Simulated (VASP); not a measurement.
A run of VASP 6.6.1:

INCAR

```
PREC = Accurate
ENCUT = 1300
EDIFF = 1E-6
ISMEAR = 0
SIGMA = 0.01
LREAL = False
LASPH = True
NELM = 120
ALGO = Normal
ISIF = 2
LWAVE = False
LCHARG = False
NBANDS = 16
GGA_COMPAT = False
```

Contents of KPOINTS:

```
Automatic mesh
0
Gamma
  10 10 10
```

File POSCAR:

```
SrC2
1.0
   -2.0113632650      2.0113632650      3.3561517253
    2.0113632650     -2.0113632650      3.3561517253
    2.0113632650      2.0113632650     -3.3561517253
Sr C
1 2
Direct
    0.0000000000      0.0000000000      0.0000000000
    0.4066998804      0.4066998804      0.0000000000
    0.5933001196      0.5933001196      0.0000000000
```

Potentials or basis: VASP PAW LDA potentials, release 64 (Sr_sv, C_h).

Command:

```console
$ cat potpaw_LDA.64/Sr_sv/POTCAR potpaw_LDA.64/C_h/POTCAR > POTCAR
$ mpirun -np 1 vasp_std > vasp.out
```

Hardware: 1 thread of AMD EPYC 7R43 64-Core Processor (Zen 3) (shared host).

**Question.** How long does it take, and how much memory?

**Answer.** Wall time 7.9 min on 1 thread of AMD EPYC 7R43 64-Core Processor (Zen 3), on a shared host, peak memory 0.54 GiB. Counts: scf iterations 13, k points 102.
